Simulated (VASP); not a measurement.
Here is a VASP 6.6.1 calculation.

The input INCAR:

```
SYSTEM = Mg8HO8
PREC = Accurate
ENCUT = 520
EDIFF = 1E-6
ISMEAR = -1
SIGMA = 0.02
LREAL = Auto
LASPH = .True.
NELM = 60
ALGO = Normal
ISIF = 2
LWAVE = .False.
LCHARG = .True.
GGA = PE
LELF = .True.
LVHAR = .True.
NELECT = 64.0
NBANDS = 46
```

KPOINTS

```
regular mesh
0
Gamma
  2 2 2
  0 0 0
```

Contents of POSCAR:

```
Mg8HO8
1.0
    0.0000000000      4.1930000000      4.1930000000
    4.1930000000      0.0000000000      4.1930000000
    4.1930000000      4.1930000000      0.0000000000
Mg O H
8 8 1
Direct
   -0.0031383546      0.0087953446     -0.0025133884
    0.0217042855      0.0167644507      0.4810767151
    0.0002647828      0.5092135563      0.0009135245
    0.0002526030      0.5091870189      0.4903071450
    0.4804015568      0.0168294247      0.0223758560
    0.4804446710      0.0167786011      0.4810580530
    0.4896045087      0.5092182494      0.0009126973
    0.4985872677      0.5036255401      0.4992070013
    0.2435140632      0.2687511977      0.2442113427
    0.2509633326      0.2538047749      0.7479606085
    0.2477322600      0.7596811882      0.2483481655
    0.2477159687      0.7596964870      0.7448747380
    0.7472849446      0.2538052830      0.2516222103
    0.7472714198      0.2538097830      0.7479632520
    0.7442409004      0.7596812570      0.2483484504
    0.7465973126      0.7595664835      0.7472359273
    0.6788867771     -0.0374950399      0.6796752014
```

Potentials or basis: VASP PAW PBE potentials, release 64 (Mg, O, H).

The run is started by

```console
$ cat potpaw_PBE.64/Mg/POTCAR potpaw_PBE.64/O/POTCAR potpaw_PBE.64/H/POTCAR > POTCAR
$ mpirun -np 1 vasp_std > vasp.out
```

(1) Estimate the largest force.

## Answers

(1) 0.118 eV/Å.

Caveat: the k points lie up to 0.65 Å⁻¹ apart; the cell carries a net charge on a neutralising background, which shifts energy and pressure.
